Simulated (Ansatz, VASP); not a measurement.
# One calculation of I, two programs

```
I
1.0
     0.00000    2.36560    3.90984
     2.19225    0.00000    3.90984
     2.19225    2.36560    0.00000
I
1
Cartesian
  0.0000 0.0000 0.0000
```

Alike in both runs: task single point; functional PBE; k mesh 6 × 6 × 6; occupations gaussian, width 0.1 eV; collinear spin.

|  | VASP | Ansatz |
| --- | --- | --- |
| version | VASP 6.6.1 | Ansatz 0.2.0 |
| potentials or method | VASP PAW PBE potentials, release 64 (I), cutoff 500 eV | scalar-relativistic, plane waves, PAW |
| valence electrons in the cell | 7 | 17 |

```csv
,VASP,Ansatz,Ansatz less VASP
gap on the k mesh at the Fermi level (eV),none,none,-
pressure (GPa),0.6,0.6,+0.04
"traceless stress, the component that is largest in VASP (GPa)",0.27,0.23,-0.034
net moment per atom (μB),0.00,0.00,0.000
```

A gap of «none» marks a metal or a gap that the smearing closes. The functional is the same, so the differences come from potentials, cutoffs and numerics. VASP's potentials hold 7 valence electrons a cell and Ansatz's 17, so a difference there can come from the potentials and not from the codes. Ansatz's warnings: moment headroom below auto, seeded moment not kept.

Neither program's run includes spin-orbit coupling.
